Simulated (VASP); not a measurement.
# Br (P6_3/mmc) in VASP: further runs, part 2 of 2

VASP 6.6.1. The steps go on from the part before.

### 3 Relaxation of cell and atoms, PBE, target pressure 40 GPa, at which the enthalpy is minimised

Contents of INCAR:

```
PREC     = Accurate       # precision mode
ENCUT    = 600            # plane-wave cutoff, eV
EDIFF    = 1E-6           # SCF threshold, eV
ISMEAR   = -1             # smearing method
SIGMA    = 0.01           # smearing width, eV
LREAL    = F              # projectors in reciprocal space
LASPH    = T              # aspherical terms in the spheres
NELM     = 100            # most SCF steps
ALGO     = Normal         # electronic algorithm
ISIF     = 3              # what is computed and relaxed
LWAVE    = F              # write WAVECAR
LCHARG   = F              # write CHGCAR
GGA      = PE             # functional
IBRION   = 2              # ionic algorithm
NSW      = 80             # ionic steps
EDIFFG   = -0.03          # ionic threshold
PSTRESS  = 400.0
```

Contents of KPOINTS:

```
Automatic mesh
0
Gamma
  8 8 4
```

Contents of POSCAR:

```
Br
1.0
    3.3300000000      0.0000000000      0.0000000000
   -1.6650000000      2.8838645946      0.0000000000
    0.0000000000      0.0000000000      5.4378900000
Br
2
Direct
    0.3333333333      0.6666666667      0.2500000000
    0.6666666667      0.3333333333      0.7500000000
```

Potentials or basis: VASP PAW PBE potentials, release 64 (Br).

The run is started by

```bash
cat potpaw_PBE.64/Br/POTCAR > POTCAR
mpirun -np 1 vasp_std > vasp.out
```

OUTCAR:

```text
PREC = Accurate
   ENCUT = 600
   EDIFF = 1E-6
   ISMEAR = -1
   LREAL = F
   LASPH = T
   NELM = 100
   ISIF = 3
   GGA = PE
   IBRION = 2
   NSW = 80
   EDIFFG = -0.03
   PSTRESS = 400.0

 ion  position               nearest neighbor table
   1  0.333  0.667  0.250-
   2  0.667  0.333  0.750-

  LATTYP: Found a hexagonal cell.
 ALAT       =     3.3300000000
 C/A-ratio  =     1.6330000000

  Lattice vectors:

 A1 = (   3.3300000000,   0.0000000000,   0.0000000000)
 A2 = (  -1.6650000000,   2.8838645946,   0.0000000000)
 A3 = (   0.0000000000,   0.0000000000,   5.4378900000)

Analysis of symmetry for initial positions (statically):
=====================================================================
 Subroutine PRICEL returns:
[... 172 lines left out ...]
  free energy    TOTEN  =        -1.88171038 eV

  energy without entropy =       -1.87849403  energy(sigma->0) =       -1.88010220

 E-fermi :   1.5994     XC(G=0):  -9.3556

 val. band max:        1.5990390452   @ k =   0.2500   0.1250   0.0000
 cond. band min:       1.6043008366   @ k =   0.3750   0.2500   0.5000
 fundamental gap:      0.0052617914
 Fermi energy:         1.5993773948
[... 790 lines left out ...]
  energy  without entropy=       -0.9420323072  energy(sigma->0) =       -0.94265296

  enthalpy is  TOTEN    =         8.2631284499 eV   P V=        9.2064020671

[... ionic steps 4 to 17 ...]

--------------------------------------- Ionic step       18  -------------------------------------------

 number of electron      14.0000002 magnetization

------------------------ aborting loop because EDIFF is reached ----------------------------------------
[... 71 lines left out ...]
--------------------------------------- Ionic step       20  -------------------------------------------

 number of electron      14.0000002 magnetization

 Free energy of the ion-electron system (eV)
  ---------------------------------------------------
  ext. energy  EPLUGINS =         0.00000000
  ---------------------------------------------------
  free energy    TOTEN  =        -0.67646187 eV

  energy without entropy =       -0.67580255  energy(sigma->0) =       -0.67613221

 E-fermi :   6.9926     XC(G=0): -11.3089

 val. band max:        6.9830794753   @ k =   0.3750   0.0000   0.2500
 cond. band min:       7.0203878731   @ k =   0.5000   0.0000   0.5000
 fundamental gap:      0.0373083978
 Fermi energy:         6.9925663874
[... 369 lines left out ...]
  energy  without entropy=       -0.6758025470  energy(sigma->0) =       -0.67613221

  enthalpy is  TOTEN    =         7.9715045327 eV   P V=        8.6479664013

 reached required accuracy - stopping structural energy minimisation
```

Wall time 3.1 min (1 thread of Intel Xeon Platinum 8488C (Sapphire Rapids), shared host); peak memory 0.21 GiB.

What came out:

| Item | Value |
| --- | --- |
| Free energy | -0.6765 eV |
| Relaxed volume | 17.32 Å³/atom |
| Relaxed cell | a = 2.695 Å, b = 2.695 Å, c = 5.509 Å, α = 90.00°, β = 90.00°, γ = 120.00° |
| Space group after relaxing (to 0.05 Å) | P6_3/mmc (No. 194) |
| Energy change on relaxing (the enthalpy is what falls) | +602.6 meV/atom |
| Ionic steps | 20 |
| Pressure after relaxing | 39.9 GPa |
| Band gap on the k mesh | zero (band 7 reaches 10.30 eV, above the bottom of band 8 at 5.40 eV) |

The path:
| step | energy change (eV) | largest force (eV/Å) | pressure (GPa) | volume (Å³) |
| --- | --- | --- | --- | --- |
| 1 | 0.0000 | 0.0000 | 0.66 | 52.22 |
| 2 | 18.8713 | 0.0000 | 474.59 | 17.20 |
| 3 | 0.9384 | 0.0000 | 26.62 | 36.88 |
| 4 | 1.2197 | 0.0000 | 32.91 | 35.35 |
| 5 | 1.5593 | 0.0000 | 40.43 | 33.86 |
| 6 | 1.4812 | 0.0000 | 38.71 | 34.18 |
| 7 | 1.4634 | 0.0000 | 38.92 | 34.14 |
| 8 | 1.4655 | 0.0000 | 40.40 | 33.96 |
| 9 | 1.6131 | 0.0000 | 49.72 | 33.24 |
| 10 | 1.4748 | 0.0000 | 41.62 | 33.83 |
| 11 | 1.5028 | 0.0000 | 44.79 | 33.57 |
| 12 | 1.5363 | 0.0000 | 46.97 | 33.41 |
| 13 | 1.5220 | 0.0000 | 46.25 | 33.46 |
| 14 | 1.4696 | 0.0000 | 45.58 | 33.65 |
| 15 | 1.4221 | 0.0000 | 44.97 | 33.83 |
| 16 | 1.3683 | 0.0000 | 43.72 | 34.02 |
| 17 | 1.2157 | 0.0000 | 40.15 | 34.60 |
| 18 | 1.2069 | 0.0000 | 39.94 | 34.63 |
| 19 | 1.2029 | 0.0000 | 39.85 | 34.65 |
| 20 | 1.2053 | 0.0000 | 39.89 | 34.64 |

Final structure:
```xyz
2
Lattice="2.6946 0.0000 0.0000 -1.3473 2.3336 0.0000 0.0000 0.0000 5.5086" Properties=species:S:1:pos:R:3 pbc="T T T"
Br    0.0000    1.5557    1.3772
Br    1.3473    0.7779    4.1315
```

Caveat: the cell is relaxed towards a set pressure, so the enthalpy falls and the energy may rise; the volume moved by over 15 % at a fixed basis, so the end points are rough.

### 4 Relaxation of cell and atoms, PBE, target pressure 60 GPa, at which the enthalpy is minimised

Contents of INCAR:

```
  ALGO = Normal
  EDIFF = 1E-6
  EDIFFG = -0.03
  ENCUT = 600
  GGA = PE
  IBRION = 2
  ISIF = 3
  ISMEAR = -1
  LASPH = T
  LCHARG = F
  LREAL = F
  LWAVE = F
  NELM = 80
  NSW = 80
  PREC = Accurate
  PSTRESS = 600.0
  SIGMA = 0.01
```

Contents of KPOINTS:

```
k-points
0
Gamma
  8 8 4
```

POSCAR is that of step 3.

The run is started by

```bash
cat potpaw_PBE.64/Br/POTCAR > POTCAR
mpirun -np 1 vasp_std > vasp.out
```

Run time: 3 min. Hardware: 1 thread of Intel Xeon Platinum 8488C (Sapphire Rapids), shared host; peak memory 0.22 GiB.

The run converged. Its results:

```yaml
Free_energy: 0.3432 eV
Relaxed_volume: 15.68 Å³/atom
Relaxed_cell: a = 2.642 Å, b = 2.642 Å, c = 5.187 Å, α = 90.00°, β = 90.00°, γ = 120.00°
Space_group_after_relaxing_to_0.05_Å: P6_3/mmc (No. 194)
Energy_change_on_relaxing_the_enthalpy_is_what_falls: +1112.4 meV/atom
Ionic_steps: 19
Pressure_after_relaxing: 60.0 GPa
Band_gap_on_the_k_mesh: zero (band 7 reaches 12.20 eV, above the bottom of band 8 at 6.59 eV)
```

Stress tensor (GPa, compression positive):
```
59.93  0.00  0.00
 0.00 59.93  0.00
 0.00  0.00 60.12
```

The path:
| step | energy change (eV) | largest force (eV/Å) | pressure (GPa) | volume (Å³) |
| --- | --- | --- | --- | --- |
| 1 | 0.0000 | 0.0000 | 0.66 | 52.22 |
| 2 | 110.3843 | 0.0000 | 4485.62 | 7.92 |
| 3 | 0.0991 | 0.0000 | 5.50 | 46.51 |
| 4 | 0.3084 | 0.0000 | 11.58 | 42.44 |
| 5 | 3.6102 | 0.0000 | 85.02 | 28.38 |
| 6 | 2.2205 | 0.0000 | 54.79 | 31.63 |
| 7 | 2.4478 | 0.0000 | 59.61 | 30.99 |
| 8 | 2.5817 | 0.0000 | 62.48 | 30.64 |
| 9 | 2.2138 | 0.0000 | 55.45 | 31.55 |
| 10 | 2.1912 | 0.0000 | 54.92 | 31.61 |
| 11 | 2.1930 | 0.0000 | 55.24 | 31.57 |
| 12 | 2.2278 | 0.0000 | 57.13 | 31.42 |
| 13 | 2.2425 | 0.0000 | 57.82 | 31.38 |
| 14 | 2.2623 | 0.0000 | 58.98 | 31.28 |
| 15 | 2.3407 | 0.0000 | 62.95 | 31.05 |
| 16 | 2.3151 | 0.0000 | 61.80 | 31.11 |
| 17 | 2.3253 | 0.0000 | 62.28 | 31.09 |
| 18 | 2.1657 | 0.0000 | 58.67 | 31.51 |
| 19 | 2.2249 | 0.0000 | 59.99 | 31.35 |

Final structure:
```
Br
1.0
     2.64176    0.00000    0.00000
    -1.32088    2.28783    0.00000
     0.00000    0.00000    5.18720
Br
2
Direct
  0.33333 0.66667 0.25000
  0.66667 0.33333 0.75000
```

Levels at points of the mesh, in eV from the Fermi level:
```
           k point  band 4  band 5  band 6  band 7  band 8  band 9  band 10  band 11
(0.00, 0.00, 0.00)   -0.39    2.88    2.88    3.62    3.62    7.84    11.78    14.43
(0.50, 0.00, 0.00)   -8.25   -4.36   -1.98   -0.83    0.78    6.38     6.84     9.27
(0.00, 0.00, 0.50)   -5.66    3.24    3.24    3.24    3.24   12.07    12.07    13.70
(0.50, 0.00, 0.50)   -9.26   -1.85   -1.85   -0.11   -0.11    5.87     5.87     7.63
```

Caveat: the cell is relaxed towards a set pressure, so the enthalpy falls and the energy may rise; the volume moved by over 15 % at a fixed basis, so the end points are rough.

### 5 Summary

| cell | gap on the mesh (eV) | pressure (GPa) |
| --- | --- | --- |
| relaxed to 20 GPa | none | 20.1 |
| relaxed to 40 GPa | none | 39.9 |
| relaxed to 60 GPa | none | 60.0 |

Alike in all rows: task relaxation of cell and atoms; level PBE; potentials or basis VASP PAW PBE potentials, release 64 (Br); no spin polarisation; k mesh 8 × 8 × 4; cutoff (eV) 600; smearing fermi-dirac 0.01 eV.

Caveats: the cell is relaxed towards a set pressure, so the enthalpy falls and the energy may rise; the volume moved by over 15 % at a fixed basis, so the end points are rough; this functional lacks dispersion, which binds the layers, so the pressure and a relaxed spacing across them are unreliable (some runs).

Total energies depend on the potentials used, so only differences within one code and one set of settings carry meaning.
